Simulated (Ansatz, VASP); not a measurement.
**One calculation of Sr2C, two programs**

```
CELL_PARAMETERS angstrom
0.00000 3.36014 3.36014
3.36014 0.00000 3.36014
3.36014 3.36014 0.00000
ATOMIC_POSITIONS crystal
C 0.00000 0.00000 0.00000
Sr 0.25000 0.25000 0.25000
Sr 0.75000 0.75000 0.75000
```

Alike in both runs: task single point; functional PBE; k mesh 6 × 6 × 6; occupations fermi-dirac, width 0.02 eV; no spin polarisation.

|  | VASP | Ansatz |
| --- | --- | --- |
| version | VASP 6.6.1 | Ansatz 0.2.0 |
| potentials or method | VASP PAW PBE potentials, release 64 (C, Sr_sv) | plane waves, PAW |
| plane-wave cutoff (eV) | 520 | 420 |
| valence electrons in the cell | 24 | 24 |

Ansatz gave:

```
pressure (GPa) : 0.3
```

Problem. Estimate VASP's values.

Solution. Pressure (GPa): 0.6.
